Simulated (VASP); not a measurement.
# Cd (P6_3/mmc) in VASP: further runs

The runs below take Cd through single point, with PBE.

All numbers are computed with VASP 6.6.1; they aren't measurements. Logs are shortened: lines on timing, memory, paths and dates and some standing lists are left out, and cuts for length are marked.

## 1. The cell of the first run

It takes space group P6_3/mmc (No. 194, hexagonal). The conventional cell has a = 3.145 Å, b = 3.145 Å, c = 5.041 Å, α = 90.00°, β = 90.00°, γ = 120.00°. Within 4.1 Å of Cd (site symmetry -6m2) lie 12 Cd at 3.11 to 3.14 Å.

## 2. Single point, PBE

Input file INCAR:

```
SYSTEM = Cd
PREC     = Accurate       ! precision mode
ENCUT    = 520            ! plane-wave cutoff, eV
EDIFF    = 1E-6           ! SCF threshold, eV
ISMEAR   = 0              ! smearing method
SIGMA    = 0.15           ! smearing width, eV
LREAL    = .False.        ! projectors in reciprocal space
LASPH    = .True.         ! aspherical terms in the spheres
NELM     = 80             ! most SCF steps
ALGO     = Fast           ! electronic algorithm
ISIF     = 2              ! what is computed and relaxed
LWAVE    = .False.        ! write WAVECAR
LCHARG   = .False.        ! write CHGCAR
GGA      = PE             ! functional
NBANDS   = 19             ! bands
```

Input file KPOINTS:

```
Automatic mesh
0
Gamma
  24 24 10
  0 0 0
```

Input file POSCAR:

```
Cd
1.0
    3.1446979759      0.0000000000      0.0000000000
   -1.5723489879      2.7233883343      0.0000000000
    0.0000000000      0.0000000000      5.0408134809
Cd
2
Direct
    0.3333333333      0.6666666667      0.2500000000
    0.6666666667      0.3333333333      0.7500000000
```

Potentials or basis: VASP PAW PBE potentials, release 64 (Cd).

Command:

```
> cat potpaw_PBE.64/Cd/POTCAR > POTCAR
> mpirun -np 1 vasp_std > vasp.out
```

OUTCAR:

```text
SYSTEM = Cd
   PREC = Accurate
   ENCUT = 520
   EDIFF = 1E-6
   ISMEAR = 0
   LREAL = .False.
   LASPH = .True.
   NELM = 80
   ISIF = 2
   GGA = PE

 ion  position               nearest neighbor table
   1  0.333  0.667  0.250-   2 3.11   2 3.11   2 3.11   2 3.11   2 3.11   2 3.11
   2  0.667  0.333  0.750-   1 3.11   1 3.11   1 3.11   1 3.11   1 3.11   1 3.11

  LATTYP: Found a hexagonal cell.
 ALAT       =     3.1446979759
 C/A-ratio  =     1.6029563155

  Lattice vectors:

 A1 = (   3.1446979759,   0.0000000000,   0.0000000000)
 A2 = (  -1.5723489879,   2.7233883343,   0.0000000000)
 A3 = (   0.0000000000,   0.0000000000,   5.0408134809)

Analysis of symmetry for initial positions (statically):
=====================================================================
 Subroutine PRICEL returns:
 Original cell was already a primitive cell.

 Routine SETGRP: Setting up the symmetry group for a
 hexagonal supercell.

 Subroutine GETGRP returns: Found 24 space group operations
 (whereof 12 operations were pure point group operations)
 out of a pool of 24 trial point group operations.

The static configuration has the point symmetry D_3d.
 The point group associated with its full space group is D_6h.

Analysis of symmetry for dynamics (positions and initial velocities):
=====================================================================
 Subroutine PRICEL returns:
 Original cell was already a primitive cell.

 Routine SETGRP: Setting up the symmetry group for a
 hexagonal supercell.

 Subroutine GETGRP returns: Found 24 space group operations
 (whereof 12 operations were pure point group operations)
 out of a pool of 24 trial point group operations.

The dynamic configuration has the point symmetry D_3d.
 The point group associated with its full space group is D_6h.

 Subroutine INISYM returns: Found 24 space group operations
 (whereof 12 operations are pure point group operations),
 and found     1 'primitive' translations

----------------------------------------------------------------------------------------

                                     Primitive cell

  volume of cell :      43.1707

  direct lattice vectors                    reciprocal lattice vectors
     3.144697976  0.000000000  0.000000000     0.317995562  0.183594823  0.000000000
    -1.572348988  2.723388334  0.000000000     0.000000000  0.367189647  0.000000000
     0.000000000  0.000000000  5.040813481     0.000000000  0.000000000  0.198380679

[... 82 lines left out ...]
   NELM   =     80;   NELMIN=  2; NELMDL= -5     # of ELM steps
   EDIFF  = 0.1E-05   stopping-criterion for ELM
   LREAL  =      F    real-space projection
   EDIFFG = 0.1E-04   stopping-criterion for IOM
   NSW    =      0    number of steps for IOM
   IBRION =     -1    ionic relax: 0-MD 1-quasi-New 2-CG
   NFREE  =      0    steps in history (QN), initial steepest desc. (CG)
   ISIF   =      2    stress and relaxation
   ISYM   =      2    0-nonsym 1-usesym 2-fastsym
   POTIM  = 0.5000    time-step for ionic-motion
   TEBEG  =    0.0;   TEEND  =   0.0 temperature during run
   PSTRESS=    0.0 pullay stress
   NELECT =      24.0000    total number of electrons
   NUPDOWN=      -1.0000    fix difference up-down
   EMIN   =  10.00;   EMAX   =-10.00  energy-range for DOS
   EFERMI =   0.00;   METHOD = LEGACY
   ISMEAR =     0;   SIGMA  =   0.15  broadening in eV -4-tet -1-fermi 0-gaus
   EFERMI_NEDOS =   21; number of points for ismear=-14 and -15
   IALGO  =     68    algorithm
   IMIX   =      4    mixing-type and parameters
     AMIX     =   0.40;   BMIX     =  1.00
     AMIX_MAG =   1.60;   BMIX_MAG =  1.00
  volume/ion in A,a.u.               =      21.59       145.67
  Fermi-wavevector in a.u.,A,eV,Ry     =   1.346115  2.543789 24.654109  1.812026
  Thomas-Fermi vector in A             =   2.473973
   LORBIT       =      0    0 simple, 1 ext, 2 COOP (PROOUT), +10 PAW based schemes
   GGA     = PE    functional components
   LHFCALC =     F    Hartree Fock is set to
   AEXX    =    0.0000 exact exchange contribution
   IVDW    =     0    specifies the selected vdW correction
   LEPSILON=     F    determine dielectric tensor
   LRPA    =     F    only Hartree local field effects (RPA)
 non-spin polarized calculation
 RMM-DIIS sequential band-by-band and
 Gauss-broadening in eV      SIGMA  =   0.15
  energy-cutoff  :      520.00
  volume of cell :       43.17
 maximum number of plane-waves:      1186
 NGX is ok and might be reduce to    24

 number of electron      23.9999992 magnetization

 Free energy of the ion-electron system (eV)
  ---------------------------------------------------
  ext. energy  EPLUGINS =         0.00000000
  ---------------------------------------------------
  free energy    TOTEN  =        -1.45047936 eV

  energy without entropy =       -1.44261661  energy(sigma->0) =       -1.44654798

 E-fermi :   3.0600     XC(G=0): -11.0493

 val. band max:        3.0571687577   @ k =   0.2917   0.1250   0.1000
 cond. band min:       3.0822537366   @ k =   0.2500   0.2500   0.2000
 fundamental gap:      0.0250849789
 Fermi energy:         3.0600296307

 k-point     1 :       0.0000    0.0000    0.0000
  band No.  band energies     occupation
      1      -6.7695      2.00000
      2      -6.2298      2.00000
      3      -6.2025      2.00000
      4      -6.2025      2.00000
      5      -6.1000      2.00000
      6      -6.1000      2.00000
[... 505 lines left out ...]
      6      -5.9369      2.00000
[... 11 lines left out ...]
     18      14.2705      0.00000
     19      15.2406      0.00000

 [... further k-points ...]

------------------------ aborting loop because EDIFF is reached ----------------------------------------

  FORCE on cell =-STRESS in cart. coord.  units (eV):
  Direction    XX          YY          ZZ          XY          YZ          ZX
  --------------------------------------------------------------------------------------
  -------------------------------------------------------------------------------------
  Total        0.6126068      0.6126068      0.8930448      0.0000000     -0.0000000     -0.0000000
  in kB       22.7354346     22.7354346     33.1432187      0.0000000     -0.0000000     -0.0000000
  external PRESSURE =      26.2046960 kB  Pullay stress =       0.0000000 kB

 VOLUME and BASIS-vectors are now :
 -----------------------------------------------------------------------------
  energy-cutoff  :      520.00
  volume of cell :       43.17
      direct lattice vectors                 reciprocal lattice vectors
     3.144697976  0.000000000  0.000000000     0.317995562  0.183594823  0.000000000
    -1.572348988  2.723388334  0.000000000     0.000000000  0.367189647  0.000000000
     0.000000000  0.000000000  5.040813481     0.000000000  0.000000000  0.198380679

 POSITION                                       TOTAL-FORCE (eV/Angst)
 -----------------------------------------------------------------------------------
     -0.00000      1.81559      1.26020         0.000000     -0.000000      0.000000
      1.57235      0.90780      3.78061        -0.000000      0.000000      0.000000
 -----------------------------------------------------------------------------------
    total drift:                               -0.000000      0.000000      0.000000

  FREE ENERGIE OF THE ION-ELECTRON SYSTEM (eV)
  ---------------------------------------------------
  free  energy   TOTEN  =        -1.4504793556 eV

  energy  without entropy=       -1.4426166078  energy(sigma->0) =       -1.44654798
```

It took 3.7 min on 1 thread of AMD EPYC 9755, shared host; peak memory 0.31 GiB.

Results:

* Free energy: -1.4505 eV
* Pressure: 2.6 GPa
* Band gap on the k mesh: zero (bands 12 and 13 overlap by 2.69 eV)

Levels at points of the mesh, in eV from the Fermi level:
| k point | band 9 | band 10 | band 11 | band 12 | band 13 | band 14 | band 15 | band 16 |
| --- | --- | --- | --- | --- | --- | --- | --- | --- |
| (0.00, 0.00, 0.00) | -9.01 | -8.53 | -8.53 | -2.41 | -1.22 | 12.17 | 12.17 | 12.93 |
| (0.50, 0.00, 0.00) | -8.44 | -8.43 | -2.92 | -2.71 | 2.94 | 3.13 | 3.96 | 5.59 |
| (0.00, 0.00, 0.50) | -8.69 | -8.69 | -7.21 | -7.21 | 6.52 | 6.52 | 13.28 | 13.28 |
| (0.50, 0.00, 0.50) | -8.46 | -8.46 | -1.84 | -1.84 | -0.42 | -0.42 | 8.65 | 8.65 |

## 3. Single point, PBE

This run uses another cell than the first one, of the same volume but with other edges.

Input file INCAR:

```
SYSTEM = Cd
PREC = Accurate ; ENCUT = 520
EDIFF = 1E-6 ; ISMEAR = 0
SIGMA = 0.15 ; LREAL = .FALSE.
LASPH = .TRUE. ; NELM = 100
ALGO = Fast ; ISIF = 2
LWAVE = .FALSE. ; LCHARG = .TRUE.
GGA = PE ; LELF = .TRUE.
LVHAR = .TRUE. ; NBANDS = 19
```

Input file KPOINTS:

```
regular mesh
0
G
  24 24 10
  0 0 0
```

Input file POSCAR:

```
Cd
1.0
    2.8032263555      0.0000000000      0.0000000000
   -1.4016131777      2.4276652365      0.0000000000
    0.0000000000      0.0000000000      6.3436932572
Cd
2
Direct
    0.3333333333      0.6666666667      0.2500000000
    0.6666666667      0.3333333333      0.7500000000
```

Potentials or basis: VASP PAW PBE potentials, release 64 (Cd).

Command:

```
> cat potpaw_PBE.64/Cd/POTCAR > POTCAR
> mpirun -np 1 vasp_std > vasp.out
```

Run time: 4.8 min. Hardware: 1 thread of AMD EPYC 9755, shared host; peak memory 0.32 GiB.

Results (log left out):

```yaml
Free_energy: -1.2587 eV
Pressure: 9.4 GPa
Band_gap_on_the_k_mesh: zero (bands 12 and 13 overlap by 5.44 eV)
```

Stress tensor (GPa, compression positive):
```
14.07  0.00  0.00
 0.00 14.07  0.00
 0.00  0.00  0.17
```

Levels at points of the mesh, in eV from the Fermi level:
```tsv
k point	band 8	band 9	band 10	band 11	band 12	band 13	band 14	band 15	band 16	band 17
(0.00, 0.00, 0.00)	-8.51	-8.51	-8.43	-8.43	-4.70	-3.39	6.38	10.95	16.22	17.03
(0.50, 0.00, 0.00)	-8.47	-7.94	-7.93	-1.75	-1.01	1.58	2.93	3.36	5.24	10.73
(0.00, 0.00, 0.50)	-8.47	-8.47	-8.47	-7.48	-7.48	1.28	1.28	16.42	16.42	17.27
(0.50, 0.00, 0.50)	-8.53	-7.93	-7.93	-1.23	-1.23	0.99	0.99	6.73	6.73	10.42
```

Caveat: the stress differs along the axes, from 0 to 14 GPa.

(Part 1 of 2 ends here.)

The gap in the log of VASP goes by the Fermi energy; the results here count the filled bands.